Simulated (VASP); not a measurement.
Wanted: the native input for a VASP 6.6.1 run.

* Task: single point
* Functional: LDA
* Potentials or basis: VASP PAW LDA potentials, release 64 (Cu)
* Cutoff: 520 eV
* k mesh: 22 × 22 × 22
* Occupations: gaussian, width 0.15 eV
* Spin: no spin polarisation
* Dipole correction: no
* Further INCAR settings: ALGO = Fast; EDIFF = 1e-07; NBANDS = 12

The structure of Cu lies in POSCAR:

```
Cu
1.0
   -1.4809000000      1.4809000000      1.3243000000
    1.4809000000     -1.4809000000      1.3243000000
    1.4809000000      1.4809000000     -1.3243000000
Cu
1
Direct
    0.0000000000      0.0000000000      0.0000000000
```

The input as run:

INCAR

```
PREC = Accurate
ENCUT = 520
EDIFF = 1E-7
ISMEAR = 0
SIGMA = 0.15
LREAL = F
LASPH = T
NELM = 100
ALGO = Fast
ISIF = 2
LWAVE = F
LCHARG = T
LELF = T
LVHAR = T
NBANDS = 12
```

KPOINTS

```
regular mesh
0
Gamma
  22 22 22
```

Potentials or basis: VASP PAW LDA potentials, release 64 (Cu).

Launch:

```bash
$ cat potpaw_LDA.64/Cu/POTCAR > POTCAR
$ mpirun -np 1 vasp_std > vasp.out
```

It gave:

| Item | Value |
| --- | --- |
| Pressure | -8.4 GPa |
| Band gap on the k mesh | zero (an odd number of electrons rules out a gap without spin polarisation) |

Caveat: the cell stands under tension.

It took 52 s on 1 thread of AMD EPYC 9R45 96-Core Processor (Zen 5), with other jobs on the host, peak memory 0.18 GiB.
